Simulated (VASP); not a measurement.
A run of VASP 6.6.1:

The input INCAR:

```
SYSTEM = TiAl3
  PREC = Accurate
  ENCUT = 600
  EDIFF = 1E-6
  ISMEAR = -1
  SIGMA = 0.05
  LREAL = .FALSE.
  LASPH = .TRUE.
  NELM = 100
  ALGO = Normal
  ISIF = 3
  LWAVE = .FALSE.
  LCHARG = .FALSE.
  GGA = PS
  IBRION = 2
  NSW = 60
  EDIFFG = -0.01
  PSTRESS = 200.0
```

The input KPOINTS:

```
regular mesh
0
G
  7 7 7
  0 0 0
```

POSCAR

```
TiAl3
1.0
    3.9556712500      0.0000000000      0.0000000000
    0.0000000000      3.9556712500      0.0000000000
    0.0000000000      0.0000000000      3.9556712500
Ti Al
1 3
Direct
    0.0000000000      0.0000000000      0.0000000000
    0.0000000000      0.5000000000      0.5000000000
    0.5000000000      0.0000000000      0.5000000000
    0.5000000000      0.5000000000      0.0000000000
```

Potentials or basis: VASP PAW PBE potentials, release 64 (Ti_sv, Al).

Command:

```sh
$ cat potpaw_PBE.64/Ti_sv/POTCAR potpaw_PBE.64/Al/POTCAR > POTCAR
$ mpirun -np 1 vasp_std > vasp.out
```

Hardware: 1 thread of Intel(R) Xeon(R) Platinum 8488C (Sapphire Rapids) (shared host).

Question: Estimate the wall time of this run.

Answer: It took 45 s on 1 thread of Intel(R) Xeon(R) Platinum 8488C (Sapphire Rapids), with other jobs on the host, peak memory 0.19 GiB. Counts: scf iterations 49, k points 20, ion steps 4.
